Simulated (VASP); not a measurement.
## TiAl: single point with PBEsol

The system is TiAl.

```
CELL_PARAMETERS angstrom
2.84782 0.00000 0.00000
-1.42391 2.46629 0.00000
0.00000 0.00000 4.80474
ATOMIC_POSITIONS crystal
Ti 0.00000 0.00000 0.00000
Al 0.33333 0.66667 0.50000
```

This cell differs from its parent crystal: strain +0.000 along x and y, +0.040 along z.

```
Program             : VASP 6.6.1
Task                : single point
Functional          : PBEsol
Potentials or basis : VASP PAW PBE potentials, release 64 (Ti_sv, Al)
Cutoff              : 520 eV
k mesh              : 24 × 24 × 14
Occupations         : gaussian, width 0.15 eV
Spin                : no spin polarisation
```

- Pressure: -4.4 GPa

Stress tensor (GPa, compression positive):
```
-2.26  0.00  0.00
 0.00 -2.26  0.00
 0.00  0.00 -8.57
```

Levels at points of the mesh, in eV from the Fermi level:
```
           k point  band 5  band 6  band 7  band 8  band 9  band 10
(0.00, 0.00, 0.00)   -8.95   -2.45   -2.09    1.27    1.27     2.80
(0.50, 0.00, 0.00)   -3.63   -2.75   -1.55   -1.05    2.13     3.89
(0.00, 0.00, 0.50)   -8.15   -5.32   -0.62    1.28    1.28     2.74
(0.50, 0.00, 0.50)   -3.57   -2.44   -1.84    0.56    0.89     1.98
```

Wall time 3.9 min on 1 thread of Intel(R) Xeon(R) 6975P-C (Granite Rapids), with other jobs on the host, peak memory 0.35 GiB.

Caveat: the cell differs from its parent crystal (strain +0.000 along x and y, +0.040 along z); the PAW data sets were made with another functional, which shifts forces and pressure a little.
